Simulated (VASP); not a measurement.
# CrB5 (P6/mmm) in VASP: a series of runs, part 2 of 3

VASP 6.6.1. The steps go on from the part before.

## Step 3: Single point, PBE

File INCAR:

```
  ALGO = Normal
  EDIFF = 1E-6
  ENCUT = 520
  GGA = PE
  ISIF = 2
  ISMEAR = 0
  LASPH = T
  LCHARG = F
  LREAL = F
  LWAVE = F
  NBANDS = 22
  NELM = 60
  PREC = Accurate
  SIGMA = 0.1
```

File KPOINTS:

```
k-points
0
Gamma
  12 12 10
```

File POSCAR:

```
CrB5
1.0
    3.3321736267      0.0000000000      0.0000000000
   -1.6660868133      2.8857470106      0.0000000000
    0.0000000000      0.0000000000      4.2164171832
Cr B
1 5
Direct
    0.0000000000      0.0000000000      0.5000000000
    0.3333333333      0.6666666667      0.2125779723
    0.6666666667      0.3333333333      0.2125779723
    0.6666666667      0.3333333333      0.7874220277
    0.3333333333      0.6666666667      0.7874220277
    0.0000000000      0.0000000000      0.0000000000
```

Potentials or basis: VASP PAW PBE potentials, release 64 (Cr_pv, B).

The run is started by

```
> cat potpaw_PBE.64/Cr_pv/POTCAR potpaw_PBE.64/B/POTCAR > POTCAR
> mpirun -np 1 vasp_std > vasp.out
```

OUTCAR:

```text
EDIFF = 1E-6
   ENCUT = 520
   GGA = PE
   ISIF = 2
   ISMEAR = 0
   LASPH = T
   LREAL = F
   NELM = 60
   PREC = Accurate

 ion  position               nearest neighbor table
   1  0.000  0.000  0.500-   6 2.11   6 2.11   4 2.27   5 2.27   2 2.27   3 2.27   3 2.27   4 2.27
                             2 2.27   5 2.27   3 2.27   4 2.27   2 2.27   5 2.27
   2  0.333  0.667  0.213-   5 1.79   3 1.92   3 1.92   3 1.92   6 2.12   6 2.12   6 2.12   1 2.27
                             1 2.27   1 2.27
   3  0.667  0.333  0.213-   4 1.79   2 1.92   2 1.92   2 1.92   6 2.12   6 2.12   6 2.12   1 2.27
                             1 2.27   1 2.27
   4  0.667  0.333  0.787-   3 1.79   5 1.92   5 1.92   5 1.92   6 2.12   6 2.12   6 2.12   1 2.27
                             1 2.27   1 2.27
   5  0.333  0.667  0.787-   2 1.79   4 1.92   4 1.92   4 1.92   6 2.12   6 2.12   6 2.12   1 2.27
                             1 2.27   1 2.27
   6  0.000  0.000  0.000-   1 2.11   1 2.11   3 2.12   4 2.12   5 2.12   2 2.12   3 2.12   4 2.12
                             2 2.12   5 2.12   3 2.12   4 2.12   2 2.12   5 2.12

  LATTYP: Found a hexagonal cell.
 ALAT       =     3.3321736267
 C/A-ratio  =     1.2653653908

  Lattice vectors:

 A1 = (   3.3321736267,   0.0000000000,   0.0000000000)
 A2 = (  -1.6660868133,   2.8857470106,   0.0000000000)
 A3 = (   0.0000000000,   0.0000000000,   4.2164171832)

Analysis of symmetry for initial positions (statically):
=====================================================================
 Subroutine PRICEL returns:
 Original cell was already a primitive cell.

 Routine SETGRP: Setting up the symmetry group for a
 hexagonal supercell.

 Subroutine GETGRP returns: Found 24 space group operations
 (whereof 24 operations were pure point group operations)
 out of a pool of 24 trial point group operations.

The static configuration has the point symmetry D_6h.

Analysis of symmetry for dynamics (positions and initial velocities):
=====================================================================
 Subroutine PRICEL returns:
 Original cell was already a primitive cell.

 Routine SETGRP: Setting up the symmetry group for a
 hexagonal supercell.

 Subroutine GETGRP returns: Found 24 space group operations
 (whereof 24 operations were pure point group operations)
 out of a pool of 24 trial point group operations.

The dynamic configuration has the point symmetry D_6h.

 Subroutine INISYM returns: Found 24 space group operations
 (whereof 24 operations are pure point group operations),
 and found     1 'primitive' translations

----------------------------------------------------------------------------------------

                                     Primitive cell

  volume of cell :      40.5443

  direct lattice vectors                    reciprocal lattice vectors
     3.332173627  0.000000000  0.000000000     0.300104410  0.173265362  0.000000000
    -1.666086813  2.885747011  0.000000000     0.000000000  0.346530724  0.000000000
     0.000000000  0.000000000  4.216417183     0.000000000  0.000000000  0.237168182

  length of vectors
     3.332173627  3.332173627  4.216417183     0.346530724  0.346530724  0.237168182

  position of ions in fractional coordinates (direct lattice)
     0.000000000  0.000000000  0.500000000
[... 46 lines left out ...]
  0.250000  0.000000  0.000000      6.000000
  0.333333  0.000000  0.000000      6.000000
  0.416667  0.000000  0.000000      6.000000
[... 16 lines left out ...]
  0.250000  0.000000  0.100000     12.000000
  0.333333  0.000000  0.100000     12.000000
 [... further k-points ...]
   k-points           NKPTS =    114   k-points in BZ     NKDIM =    114   number of bands    NBANDS=     22
   number of dos      NEDOS =    301   number of ions     NIONS =      6
   total plane-waves  NPLWV =  25088
   dimension x,y,z NGX =    28 NGY =   28 NGZ =   32
   dimension x,y,z NGXF=    56 NGYF=   56 NGZF=   64
   ions per type =               1   5
   NGX,Y,Z   is equivalent  to a cutoff of  13.97, 13.97, 12.62 a.u.
   NGXF,Y,Z  is equivalent  to a cutoff of  27.94, 27.94, 25.23 a.u.
 SYSTEM =  unknown system
   PREC   = accura    normal or accurate (medium, high low for compatibility)
   ISTART =      0    job   : 0-new  1-cont  2-samecut
   ICHARG =      2    charge: 1-file 2-atom 10-const
   ISPIN  =      1    spin polarized calculation?
   LNONCOLLINEAR =      F non collinear calculations
   LSORBIT =      F    spin-orbit coupling
   LASPH  =      T    aspherical Exc in radial PAW
   ENCUT  =  520.0 eV  38.22 Ry    6.18 a.u.   6.20  6.20  7.84*2*pi/ulx,y,z
   NELM   =     60;   NELMIN=  2; NELMDL= -5     # of ELM steps
   EDIFF  = 0.1E-05   stopping-criterion for ELM
   LREAL  =      F    real-space projection
   EDIFFG = 0.1E-04   stopping-criterion for IOM
   NSW    =      0    number of steps for IOM
   IBRION =     -1    ionic relax: 0-MD 1-quasi-New 2-CG
   NFREE  =      0    steps in history (QN), initial steepest desc. (CG)
   ISIF   =      2    stress and relaxation
   ISYM   =      2    0-nonsym 1-usesym 2-fastsym
   POTIM  = 0.5000    time-step for ionic-motion
   TEBEG  =    0.0;   TEEND  =   0.0 temperature during run
   PSTRESS=    0.0 pullay stress
   NELECT =      27.0000    total number of electrons
   NUPDOWN=      -1.0000    fix difference up-down
   EMIN   =  10.00;   EMAX   =-10.00  energy-range for DOS
   EFERMI =   0.00;   METHOD = LEGACY
   ISMEAR =     0;   SIGMA  =   0.10  broadening in eV -4-tet -1-fermi 0-gaus
   EFERMI_NEDOS =   21; number of points for ismear=-14 and -15
   IALGO  =     38    algorithm
   IMIX   =      4    mixing-type and parameters
     AMIX     =   0.40;   BMIX     =  1.00
     AMIX_MAG =   1.60;   BMIX_MAG =  1.00
  volume/ion in A,a.u.               =       6.76        45.60
  Fermi-wavevector in a.u.,A,eV,Ry     =   1.429617  2.701584 27.807639  2.043804
  Thomas-Fermi vector in A             =   2.549551
   LORBIT       =      0    0 simple, 1 ext, 2 COOP (PROOUT), +10 PAW based schemes
   GGA     = PE    functional components
   LHFCALC =     F    Hartree Fock is set to
   AEXX    =    0.0000 exact exchange contribution
   IVDW    =     0    specifies the selected vdW correction
   LEPSILON=     F    determine dielectric tensor
   LRPA    =     F    only Hartree local field effects (RPA)
 non-spin polarized calculation
 Gauss-broadening in eV      SIGMA  =   0.10
  energy-cutoff  :      520.00
  volume of cell :       40.54
 maximum number of plane-waves:      1114
 NGX is ok and might be reduce to    28
   NGX = 13   NGY = 13   NGZ = 15

 number of electron      27.0000006 magnetization

 Free energy of the ion-electron system (eV)
  ---------------------------------------------------
  ext. energy  EPLUGINS =         0.00000000
  ---------------------------------------------------
  free energy    TOTEN  =       -39.08598938 eV

  energy without entropy =      -39.05418862  energy(sigma->0) =      -39.07008900

 E-fermi :  10.4882     XC(G=0): -13.2332

 val. band max:       10.4761750909   @ k =   0.2500   0.1667   0.1000
 cond. band min:      10.4889440865   @ k =   0.2500   0.0000   0.2000
 fundamental gap:      0.0127689956
 Fermi energy:        10.4882213761

 k-point     1 :       0.0000    0.0000    0.0000
  band No.  band energies     occupation
      1     -32.8925      2.00000
      2     -32.4858      2.00000
      3     -32.4858      2.00000
      4      -6.5967      2.00000
      5       1.0900      2.00000
      6       1.1414      2.00000
[... 589 lines left out ...]
     21      17.8165      0.00000
     22      18.1089      0.00000

 [... further k-points ...]

------------------------ aborting loop because EDIFF is reached ----------------------------------------

  FORCE on cell =-STRESS in cart. coord.  units (eV):
  Direction    XX          YY          ZZ          XY          YZ          ZX
  --------------------------------------------------------------------------------------
  -------------------------------------------------------------------------------------
  Total        0.0235102      0.0235102      0.0980191      0.0000000     -0.0000000      0.0000000
  in kB        0.9290458      0.9290458      3.8733937      0.0000000     -0.0000000      0.0000000
  external PRESSURE =       1.9104951 kB  Pullay stress =       0.0000000 kB

 VOLUME and BASIS-vectors are now :
 -----------------------------------------------------------------------------
  energy-cutoff  :      520.00
  volume of cell :       40.54
      direct lattice vectors                 reciprocal lattice vectors
     3.332173627  0.000000000  0.000000000     0.300104410  0.173265362  0.000000000
    -1.666086813  2.885747011  0.000000000     0.000000000  0.346530724  0.000000000
     0.000000000  0.000000000  4.216417183     0.000000000  0.000000000  0.237168182

 POSITION                                       TOTAL-FORCE (eV/Angst)
 -----------------------------------------------------------------------------------
      0.00000      0.00000      2.10821        -0.000000     -0.000000      0.000000
     -0.00000      1.92383      0.89632         0.000000      0.000000      0.016059
      1.66609      0.96192      0.89632         0.000000      0.000000      0.016059
      1.66609      0.96192      3.32010         0.000000     -0.000000     -0.016059
     -0.00000      1.92383      3.32010        -0.000000     -0.000000     -0.016059
      0.00000      0.00000      0.00000        -0.000000     -0.000000      0.000000
 -----------------------------------------------------------------------------------
    total drift:                               -0.000000      0.000000      0.000000

  FREE ENERGIE OF THE ION-ELECTRON SYSTEM (eV)
  ---------------------------------------------------
  free  energy   TOTEN  =       -39.0859893802 eV

  energy  without entropy=      -39.0541886213  energy(sigma->0) =      -39.07008900
```

Wall time 77 s (1 thread of Intel Xeon Platinum 8488C (Sapphire Rapids), shared host); peak memory 0.23 GiB.

What came out:

```yaml
Free_energy: -39.0860 eV
Pressure: 0.2 GPa
Largest_force: 0.016 eV/Å
Band_gap_on_the_k_mesh: zero (an odd number of electrons rules out a gap without spin polarisation)
```

Forces in eV/Å, atoms in the order of the input:
```
Cr   0.000  0.000  0.000
B    0.000  0.000  0.016
B    0.000  0.000  0.016
B    0.000  0.000 -0.016
B    0.000  0.000 -0.016
B    0.000  0.000  0.000
```

Caveat: the run has no spin polarisation, though such a crystal can be magnetic.

(Continued in part 3 of 3.)
